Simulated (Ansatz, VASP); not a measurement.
# One calculation of MgS, two programs

INCAR

```
SYSTEM = MgS
  PREC = Accurate
  ENCUT = 520
  EDIFF = 1E-6
  ISMEAR = 0
  SIGMA = 0.05
  LREAL = .FALSE.
  LASPH = .TRUE.
  NELM = 60
  ALGO = Normal
  ISIF = 2
  LWAVE = .FALSE.
  LCHARG = .FALSE.
  GGA = PS
  NBANDS = 11
```

KPOINTS

```
Automatic mesh
0
G
  8 8 8
  0 0 0
```

File POSCAR:

```
MgS
1.0
    0.0000000000      2.5040881250      2.6016500000
    2.6992118750      0.0000000000      2.6016500000
    2.6992118750      2.5040881250      0.0000000000
Mg S
1 1
Direct
    0.0000000000      0.0000000000      0.0000000000
    0.5000000000      0.5000000000      0.5000000000
```

Input for Ansatz:

```yaml
crystal:
  lattice:
    - [0.0, 2.504088125, 2.60165]
    - [2.699211875, 0.0, 2.60165]
    - [2.699211875, 2.504088125, 0.0]
  atoms:
    - { symbol: Mg, position: [0.0, 0.0, 0.0] }
    - { symbol: S, position: [0.5, 0.5, 0.5] }
basis:
  ecutwfc: 420
kpoints:
  mp_grid: { grid: [8, 8, 8] }
hamiltonian:
  xc: pbesol
scf:
  occupations: { method: gaussian, width: 0.05 }
output:
  forces: true
  stress: true
  eigenvalues: true
```

Change from the starting cell: strain +0.0375 x Voigt [1, -1, 0, 0, 0, 0], atoms carried along.

Alike in both runs: task single point; functional PBEsol; k mesh 8 × 8 × 8; occupations gaussian, width 0.05 eV; no spin polarisation.

```csv
,VASP,Ansatz
version,VASP 6.6.1,Ansatz 0.2.0
potentials or method,"VASP PAW PBE potentials, release 64 (Mg, S), cutoff 520 eV","scalar-relativistic, plane waves, PAW"
valence electrons in the cell,8,16
```

```tsv
	VASP	Ansatz	Ansatz less VASP
gap on the k mesh at the Fermi level (eV)	2.42	2.42	-0.002
least direct gap on the mesh (eV)	3.46	3.46	0.000
pressure (GPa)	-0.4	-0.2	+0.20
traceless stress, the component that is largest in VASP (GPa)	4.26	4.28	+0.014
```

VASP's potentials were made for PBE, not for PBEsol. The functional is the same, so the differences come from potentials, cutoffs and numerics. VASP's potentials hold 8 valence electrons a cell and Ansatz's 16, so a difference there can come from the potentials and not from the codes.
